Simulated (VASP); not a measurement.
Here is a VASP 6.6.1 calculation.

The input INCAR:

```
PREC = Accurate
ENCUT = 500
EDIFF = 1E-6
ISMEAR = 0
SIGMA = 0.01
LREAL = False
LASPH = True
NELM = 120
ALGO = Normal
ISIF = 2
LWAVE = False
LCHARG = False
GGA = PE
NBANDS = 15
GGA_COMPAT = False
```

File KPOINTS:

```
Automatic mesh
0
Gamma
  6 6 6
```

File POSCAR:

```
CaS
1.0
    0.0000000000      2.8430000000      2.8430000000
    2.8430000000      0.0000000000      2.8430000000
    2.8430000000      2.8430000000      0.0000000000
Ca S
1 1
Direct
   -0.0052761168      0.0052761168      0.0052761168
    0.5000000000      0.5000000000      0.5000000000
```

Potentials or basis: VASP PAW PBE potentials, release 64 (Ca_sv, S).

The run is started by

```console
$ cat potpaw_PBE.64/Ca_sv/POTCAR potpaw_PBE.64/S/POTCAR > POTCAR
$ mpirun -np 1 vasp_std > vasp.out
```

**Question.** Estimate the pressure.

**Answer.** 1.0 GPa.

**Question.** What does it give for the band gap on the k mesh?

**Answer.** 2.35 eV, indirect (least direct gap 3.16 eV).

**Question.** Predict the largest force.

**Answer.** 0.098 eV/Å.

Forces in eV/Å, atoms in the order of the input:
```
Ca  -0.098  0.000  0.000
S    0.098  0.000  0.000
```

A k mesh can miss the band edges. A hybrid or GW would open this gap; PBE tends to underestimate it.
